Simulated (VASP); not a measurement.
A run of VASP 6.6.1:

File INCAR:

```
  ALGO = Normal
  EDIFF = 1E-6
  ENCUT = 520
  GGA = RP
  ISIF = 2
  ISMEAR = -1
  IVDW = 13
  LASPH = True
  LCHARG = True
  LELF = True
  LREAL = False
  LVHAR = True
  LWAVE = False
  NBANDS = 26
  NELM = 60
  PREC = Accurate
  SIGMA = 0.05
```

KPOINTS

```
k-points
0
Gamma
  10 10 5
```

POSCAR

```
GaN
1.0
    3.2010602164      0.0000000000      0.0000000000
   -1.6005301082      2.7721994664      0.0000000000
    0.0000000000      0.0000000000      5.2002129176
Ga N
2 2
Direct
    0.6666666667      0.3333333333      0.5000000000
    0.3333333333      0.6666666667      0.0000000000
    0.6666666667      0.3333333333      0.8750000000
    0.3333333333      0.6666666667      0.3750000000
```

Potentials or basis: VASP PAW PBE potentials, release 64 (Ga_d, N).

Command:

```console
$ cat potpaw_PBE.64/Ga_d/POTCAR potpaw_PBE.64/N/POTCAR > POTCAR
$ mpirun -np 1 vasp_std > vasp.out
```

Hardware: 1 thread of Intel(R) Xeon(R) 6975P-C (Granite Rapids), on a shared host.

Problem. Estimate the wall time of this run.

Solution. Run time: 18 s on 1 thread of Intel(R) Xeon(R) 6975P-C (Granite Rapids), on a shared host, peak memory 0.17 GiB. Counts: scf iterations 13, k points 42.
